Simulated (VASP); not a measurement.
# LaBRh3 (Pm-3m) in VASP: further runs

The runs below take LaBRh3 through single point, with LDA.

Everything below comes from runs of VASP 6.6.1. Logs are shortened: lines on timing, memory, paths and dates and some standing lists are left out, and cuts for length are marked.

**1. The cell of the first run**

The structure is cubic, space group Pm-3m (No. 221). The conventional cell has a = 4.242 Å, b = 4.242 Å, c = 4.242 Å, α = 90.00°, β = 90.00°, γ = 90.00°. Within 3.9 Å of La (site symmetry m-3m) lie 12 Rh at 3.00 Å and 8 B at 3.67 Å. Within 2.8 Å of B (site symmetry m-3m) lie 6 Rh at 2.12 Å. Rh (site symmetry 4/mmm) has 2 B at 2.12 Å within 2.8 Å.

**2. Single point, LDA**

Contents of INCAR:

```
PREC = Accurate
ENCUT = 520
EDIFF = 1E-6
ISMEAR = 1
SIGMA = 0.05
LREAL = False
LASPH = True
NELM = 80
ALGO = Normal
ISIF = 2
LWAVE = False
LCHARG = False
GGA = CA
NBANDS = 38
```

Contents of KPOINTS:

```
Automatic mesh
0
Gamma
  5 5 5
```

Contents of POSCAR:

```
LaBRh3
1.0
    4.2420000000      0.0000000000      0.0000000000
    0.0000000000      4.2420000000      0.0000000000
    0.0000000000      0.0000000000      4.2420000000
La B Rh
1 1 3
Direct
    0.0000000000      0.0000000000      0.0000000000
    0.5000000000      0.5000000000      0.5000000000
    0.0000000000      0.5000000000      0.5000000000
    0.5000000000      0.0000000000      0.5000000000
    0.5000000000      0.5000000000      0.0000000000
```

Potentials or basis: VASP PAW LDA potentials, release 64 (La, B, Rh_pv).

Command:

```sh
> cat potpaw_LDA.64/La/POTCAR potpaw_LDA.64/B/POTCAR potpaw_LDA.64/Rh_pv/POTCAR > POTCAR
> mpirun -np 1 vasp_std > vasp.out
```

OUTCAR:

```text
PREC = Accurate
   ENCUT = 520
   EDIFF = 1E-6
   ISMEAR = 1
   LREAL = False
   LASPH = True
   NELM = 80
   ISIF = 2
   GGA = CA

 ion  position               nearest neighbor table
   1  0.000  0.000  0.000-   3 3.00   4 3.00   5 3.00   3 3.00   4 3.00   3 3.00   5 3.00   3 3.00
                             4 3.00   5 3.00   4 3.00   5 3.00
   2  0.500  0.500  0.500-   3 2.12   4 2.12   5 2.12   5 2.12   4 2.12   3 2.12
   3  0.000  0.500  0.500-   2 2.12   2 2.12   4 3.00   5 3.00   1 3.00   5 3.00   1 3.00   4 3.00
                             1 3.00   1 3.00   4 3.00   5 3.00   5 3.00   4 3.00
   4  0.500  0.000  0.500-   2 2.12   2 2.12   3 3.00   5 3.00   1 3.00   5 3.00   1 3.00   3 3.00
                             5 3.00   5 3.00   1 3.00   3 3.00   1 3.00   3 3.00
   5  0.500  0.500  0.000-   2 2.12   2 2.12   3 3.00   4 3.00   1 3.00   3 3.00   4 3.00   1 3.00
                             4 3.00   4 3.00   1 3.00   3 3.00   3 3.00   1 3.00

  LATTYP: Found a simple cubic cell.
 ALAT       =     4.2420000000

  Lattice vectors:

 A1 = (   4.2420000000,   0.0000000000,   0.0000000000)
 A2 = (   0.0000000000,   4.2420000000,   0.0000000000)
 A3 = (   0.0000000000,   0.0000000000,   4.2420000000)

Analysis of symmetry for initial positions (statically):
=====================================================================
 Subroutine PRICEL returns:
 Original cell was already a primitive cell.

 Routine SETGRP: Setting up the symmetry group for a
 simple cubic supercell.

 Subroutine GETGRP returns: Found 48 space group operations
 (whereof 48 operations were pure point group operations)
 out of a pool of 48 trial point group operations.

The static configuration has the point symmetry O_h .

Analysis of symmetry for dynamics (positions and initial velocities):
=====================================================================
 Subroutine PRICEL returns:
 Original cell was already a primitive cell.

 Routine SETGRP: Setting up the symmetry group for a
 simple cubic supercell.

 Subroutine GETGRP returns: Found 48 space group operations
 (whereof 48 operations were pure point group operations)
 out of a pool of 48 trial point group operations.

The dynamic configuration has the point symmetry O_h .

 Subroutine INISYM returns: Found 48 space group operations
 (whereof 48 operations are pure point group operations),
 and found     1 'primitive' translations

----------------------------------------------------------------------------------------

                                     Primitive cell

  volume of cell :      76.3329

  direct lattice vectors                    reciprocal lattice vectors
     4.242000000  0.000000000  0.000000000     0.235737860  0.000000000  0.000000000
     0.000000000  4.242000000  0.000000000     0.000000000  0.235737860  0.000000000
     0.000000000  0.000000000  4.242000000     0.000000000  0.000000000  0.235737860

  length of vectors
     4.242000000  4.242000000  4.242000000     0.235737860  0.235737860  0.235737860

  position of ions in fractional coordinates (direct lattice)
     0.000000000  0.000000000  0.000000000
     0.500000000  0.500000000  0.500000000
     0.000000000  0.500000000  0.500000000
     0.500000000  0.000000000  0.500000000
     0.500000000  0.500000000  0.000000000

  ion indices of the primitive-cell ions
   primitive index   ion index
                 1           1
                 2           2
                 3           3
                 4           4
                 5           5

----------------------------------------------------------------------------------------

 KPOINTS: Automatic mesh

Automatic generation of k-mesh.
 Grid dimensions read from file:
 generate k-points for:    5    5    5

 Generating k-lattice:

  Cartesian coordinates                     Fractional coordinates (reciprocal lattice)
     0.047147572  0.000000000  0.000000000     0.200000000  0.000000000  0.000000000
     0.000000000  0.047147572  0.000000000     0.000000000  0.200000000  0.000000000
     0.000000000  0.000000000  0.047147572     0.000000000  0.000000000  0.200000000

  Length of vectors
     0.047147572  0.047147572  0.047147572

  Shift w.r.t. Gamma in fractional coordinates (k-lattice)
     0.000000000  0.000000000  0.000000000

 Subroutine IBZKPT returns following result:
 ===========================================

 Found     10 irreducible k-points:

 Following reciprocal coordinates:
            Coordinates               Weight
  0.000000  0.000000  0.000000      1.000000
  0.200000  0.000000  0.000000      6.000000
  0.400000  0.000000  0.000000      6.000000
  0.200000  0.200000  0.000000     12.000000
  0.400000  0.200000  0.000000     24.000000
  0.400000  0.400000  0.000000     12.000000
  0.200000  0.200000  0.200000      8.000000
  0.400000  0.200000  0.200000     24.000000
  0.400000  0.400000  0.200000     24.000000
  0.400000  0.400000  0.400000      8.000000
   k-points           NKPTS =     10   k-points in BZ     NKDIM =     10   number of bands    NBANDS=     38
   number of dos      NEDOS =    301   number of ions     NIONS =      5
   total plane-waves  NPLWV =  32768
   dimension x,y,z NGX =    32 NGY =   32 NGZ =   32
   dimension x,y,z NGXF=    64 NGYF=   64 NGZF=   64
   ions per type =               1   1   3
   NGX,Y,Z   is equivalent  to a cutoff of  12.54, 12.54, 12.54 a.u.
   NGXF,Y,Z  is equivalent  to a cutoff of  25.08, 25.08, 25.08 a.u.
 SYSTEM =  unknown system
   PREC   = accura    normal or accurate (medium, high low for compatibility)
   ISTART =      0    job   : 0-new  1-cont  2-samecut
   ICHARG =      2    charge: 1-file 2-atom 10-const
   ISPIN  =      1    spin polarized calculation?
   LNONCOLLINEAR =      F non collinear calculations
   LSORBIT =      F    spin-orbit coupling
   LASPH  =      T    aspherical Exc in radial PAW
   ENCUT  =  520.0 eV  38.22 Ry    6.18 a.u.   7.89  7.89  7.89*2*pi/ulx,y,z
   NELM   =     80;   NELMIN=  2; NELMDL= -5     # of ELM steps
   EDIFF  = 0.1E-05   stopping-criterion for ELM
   LREAL  =      F    real-space projection
   EDIFFG = 0.1E-04   stopping-criterion for IOM
   NSW    =      0    number of steps for IOM
   IBRION =     -1    ionic relax: 0-MD 1-quasi-New 2-CG
   NFREE  =      0    steps in history (QN), initial steepest desc. (CG)
   ISIF   =      2    stress and relaxation
   ISYM   =      2    0-nonsym 1-usesym 2-fastsym
   POTIM  = 0.5000    time-step for ionic-motion
   TEBEG  =    0.0;   TEEND  =   0.0 temperature during run
   PSTRESS=    0.0 pullay stress
   NELECT =      59.0000    total number of electrons
   NUPDOWN=      -1.0000    fix difference up-down
   EMIN   =  10.00;   EMAX   =-10.00  energy-range for DOS
   EFERMI =   0.00;   METHOD = LEGACY
   ISMEAR =     1;   SIGMA  =   0.05  broadening in eV -4-tet -1-fermi 0-gaus
   EFERMI_NEDOS =   21; number of points for ismear=-14 and -15
   IALGO  =     38    algorithm
   IMIX   =      4    mixing-type and parameters
     AMIX     =   0.40;   BMIX     =  1.00
     AMIX_MAG =   1.60;   BMIX_MAG =  1.00
  volume/ion in A,a.u.               =      15.27       103.02
  Fermi-wavevector in a.u.,A,eV,Ry     =   1.502409  2.839141 30.711516  2.257233
  Thomas-Fermi vector in A             =   2.613653
   LORBIT       =      0    0 simple, 1 ext, 2 COOP (PROOUT), +10 PAW based schemes
   GGA     = CA    functional components
   LHFCALC =     F    Hartree Fock is set to
   AEXX    =    0.0000 exact exchange contribution
   IVDW    =     0    specifies the selected vdW correction
   LEPSILON=     F    determine dielectric tensor
   LRPA    =     F    only Hartree local field effects (RPA)
 non-spin polarized calculation
 Methfessel and Paxton  Order N= 1 SIGMA  =   0.05
  energy-cutoff  :      520.00
  volume of cell :       76.33
 maximum number of plane-waves:      2103
 NGX is ok and might be reduce to    32
   NGX = 15   NGY = 15   NGZ = 15

 number of electron      58.9999957 magnetization

 Free energy of the ion-electron system (eV)
  ---------------------------------------------------
  ext. energy  EPLUGINS =         0.00000000
  ---------------------------------------------------
  free energy    TOTEN  =       -42.43901678 eV

  energy without entropy =      -42.44010886  energy(sigma->0) =      -42.43938080

 E-fermi :  10.2095     XC(G=0): -12.8825

 val. band max:       10.1724894544   @ k =   0.4000   0.2000   0.2000
 cond. band min:      10.3138775419   @ k =   0.4000   0.4000   0.2000
 fundamental gap:      0.1413880875
 Fermi energy:        10.2095491496

 k-point     1 :       0.0000    0.0000    0.0000
  band No.  band energies     occupation
      1     -35.7613      2.00000
      2     -35.7613      2.00000
      3     -35.7613      2.00000
      4     -35.3183      2.00000
      5     -35.3183      2.00000
      6     -35.3183      2.00000
[... 30 lines left out ...]
     37      13.8312      0.00000
     38      13.8313      0.00000

 k-point     2 :       0.2000    0.0000    0.0000
  band No.  band energies     occupation
      1     -35.7583      2.00000
      2     -35.7583      2.00000
      3     -35.7552      2.00000
      4     -35.3255      2.00000
      5     -35.3193      2.00000
      6     -35.3193      2.00000
[... 30 lines left out ...]
     37      13.8486      0.00000
     38      13.8490      0.00000

 k-point     3 :       0.4000    0.0000    0.0000
  band No.  band energies     occupation
      1     -35.7533      2.00000
      2     -35.7533      2.00000
      3     -35.7449      2.00000
      4     -35.3377      2.00000
      5     -35.3225      2.00000
      6     -35.3225      2.00000
[... 30 lines left out ...]
     37      13.8487      0.00000
[... 207 lines left out ...]
 k-point     9 :       0.4000    0.4000    0.2000
  band No.  band energies     occupation
      1     -35.8517      2.00000
      2     -35.7077      2.00000
      3     -35.6713      2.00000
      4     -35.3911      2.00000
      5     -35.3645      2.00000
      6     -35.3638      2.00000
[... 30 lines left out ...]
     37      13.7688      0.00000
     38      13.8370      0.00000

 k-point    10 :       0.4000    0.4000    0.4000
  band No.  band energies     occupation
      1     -35.8860      2.00000
      2     -35.6706      2.00000
      3     -35.6706      2.00000
      4     -35.3916      2.00000
      5     -35.3895      2.00000
      6     -35.3895      2.00000
[... 30 lines left out ...]
     37      13.7447      0.00000
     38      13.7699      0.00000

------------------------ aborting loop because EDIFF is reached ----------------------------------------

  FORCE on cell =-STRESS in cart. coord.  units (eV):
  Direction    XX          YY          ZZ          XY          YZ          ZX
  --------------------------------------------------------------------------------------
  -------------------------------------------------------------------------------------
  Total       -3.0816355     -3.0816355     -3.0816355      0.0000000     -0.0000000     -0.0000000
  in kB      -64.6814672    -64.6814672    -64.6814672      0.0000000     -0.0000000     -0.0000000
  external PRESSURE =     -64.6814672 kB  Pullay stress =       0.0000000 kB

 VOLUME and BASIS-vectors are now :
 -----------------------------------------------------------------------------
  energy-cutoff  :      520.00
  volume of cell :       76.33
      direct lattice vectors                 reciprocal lattice vectors
     4.242000000  0.000000000  0.000000000     0.235737860  0.000000000  0.000000000
     0.000000000  4.242000000  0.000000000     0.000000000  0.235737860  0.000000000
     0.000000000  0.000000000  4.242000000     0.000000000  0.000000000  0.235737860

 POSITION                                       TOTAL-FORCE (eV/Angst)
 -----------------------------------------------------------------------------------
      0.00000      0.00000      0.00000         0.000000      0.000000      0.000000
      2.12100      2.12100      2.12100         0.000000      0.000000      0.000000
      0.00000      2.12100      2.12100         0.000000      0.000000      0.000000
      2.12100      0.00000      2.12100         0.000000      0.000000      0.000000
      2.12100      2.12100      0.00000         0.000000      0.000000      0.000000
 -----------------------------------------------------------------------------------
    total drift:                                0.000000     -0.000000     -0.000000

  FREE ENERGIE OF THE ION-ELECTRON SYSTEM (eV)
  ---------------------------------------------------
  free  energy   TOTEN  =       -42.4390167758 eV

  energy  without entropy=      -42.4401088558  energy(sigma->0) =      -42.43938080
```

Wall time 39 s (1 thread of Intel Xeon 8259CL, shared host); peak memory 0.18 GiB.

Results:

- Free energy: -42.4390 eV
- Pressure: -6.5 GPa
- Band gap on the k mesh: zero (an odd number of electrons rules out a gap without spin polarisation)

Caveat: the cell stands under tension; spin-orbit coupling is left out, which moves the levels of the heavy elements.

**3. Single point, LDA**

Contents of INCAR:

```
SYSTEM = LaBRh3
PREC = Accurate
ENCUT = 520
EDIFF = 1E-6
ISMEAR = 1
SIGMA = 0.025
LREAL = .FALSE.
LASPH = .TRUE.
NELM = 80
ALGO = Normal
ISIF = 2
LWAVE = .FALSE.
LCHARG = .FALSE.
GGA = CA
NBANDS = 38
```

Contents of KPOINTS:

```
Automatic mesh
0
G
  5 5 5
  0 0 0
```

POSCAR is that of step 2.

Potentials or basis: VASP PAW LDA potentials, release 64 (La, B, Rh_pv).

Command:

```sh
> cat potpaw_LDA.64/La/POTCAR potpaw_LDA.64/B/POTCAR potpaw_LDA.64/Rh_pv/POTCAR > POTCAR
> mpirun -np 1 vasp_std > vasp.out
```

Run time: 36 s. Hardware: 1 thread of Intel Xeon 8259CL, shared host; peak memory 0.17 GiB.

Results (log left out):

```
Free energy            : -42.4403 eV
Pressure               : -6.5 GPa
Band gap on the k mesh : zero (an odd number of electrons rules out a gap without spin polarisation)
```

Levels at points of the mesh, in eV from the Fermi level:
```
           k point  band 27  band 28  band 29  band 30  band 31  band 32
(0.00, 0.00, 0.00)    -0.63    -0.63     0.17     0.20     0.20     0.20
```

Caveat: the cell stands under tension; spin-orbit coupling is left out, which moves the levels of the heavy elements.
